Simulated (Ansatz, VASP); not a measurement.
One calculation of Al2Ru, two programs

File INCAR:

```
ALGO = Normal ; EDIFF = 1E-6
ENCUT = 520 ; ISIF = 2
ISMEAR = 0 ; LASPH = T
LCHARG = F ; LREAL = F
LWAVE = F ; NBANDS = 29
NELM = 80 ; PREC = Accurate
SIGMA = 0.03
```

File KPOINTS:

```
k-points
0
Gamma
  10 10 10
```

The input POSCAR:

```
Al2Ru
1.0
    0.0000000000      4.0607747098      4.4643159250
    2.3925755419      0.0000000000      4.4643159250
    2.3925755419      4.0607747098      0.0000000000
Al Ru
4 2
Direct
    0.0788992938      0.4211007062      0.0788992938
    0.4211007062      0.0788992938      0.4211007062
    0.1711007062      0.8288992938      0.1711007062
    0.8288992938      0.1711007062      0.8288992938
    0.7500000000      0.7500000000      0.7500000000
    0.5000000000      0.5000000000      0.5000000000
```

Input for Ansatz:

```yaml
crystal:
  lattice:
    - [0.0, 4.0607747098, 4.464315925]
    - [2.3925755419, 0.0, 4.464315925]
    - [2.3925755419, 4.0607747098, 0.0]
  atoms:
    - { symbol: Al, position: [0.0788992938, 0.4211007062, 0.0788992938] }
    - { symbol: Al, position: [0.4211007062, 0.0788992938, 0.4211007062] }
    - { symbol: Al, position: [0.1711007062, 0.8288992938, 0.1711007062] }
    - { symbol: Al, position: [0.8288992938, 0.1711007062, 0.8288992938] }
    - { symbol: Ru, position: [0.75, 0.75, 0.75] }
    - { symbol: Ru, position: [0.5, 0.5, 0.5] }
basis:
  ecutwfc: 420
kpoints:
  mp_grid: { grid: [10, 10, 10] }
hamiltonian:
  xc: lda
  pseudopotentials: { kind: paw, azcp: { folder: soft_1 } }
scf:
  occupations: { method: gaussian, width: 0.03 }
output:
  forces: true
  stress: true
  eigenvalues: true
```

Change from the starting cell: volume 14.458 Å^3 an atom, stretch along a over the lengths across it, relative to the relaxed cell 1.0000.

Alike in both runs: task single point; functional LDA; k mesh 10 × 10 × 10; occupations gaussian, width 0.03 eV; no spin polarisation.

|  | VASP | Ansatz |
| --- | --- | --- |
| version | VASP 6.6.1 | Ansatz 0.2.0 |
| potentials or method | VASP PAW LDA potentials, release 64 (Al, Ru_pv), cutoff 520 eV | scalar-relativistic, plane waves, PAW |
| valence electrons in the cell | 40 | 44 |

|  | VASP | Ansatz | Ansatz less VASP |
| --- | --- | --- | --- |
| gap on the k mesh at the Fermi level (eV) | 0.04 | 0.04 | +0.003 |
| least direct gap on the mesh (eV) | 1.13 | 1.12 | -0.002 |
| pressure (GPa) | -12.1 | -12.4 | -0.35 |
| traceless stress, the component that is largest in VASP (GPa) | 1.05 | 1.09 | +0.041 |
| rms of the force components (eV/Å) | 0.046 | 0.048 | +0.0024 |

Ansatz warns that its potentials were made for another functional, while VASP's fit it. LDA's correlation is that of Perdew and Zunger in VASP and of Perdew and Wang (1992) in Ansatz. Atom by atom the forces differ by 0.002 eV/Å (rms over components). VASP's potentials hold 40 valence electrons a cell and Ansatz's 44, so a difference there can come from the potentials and not from the codes.
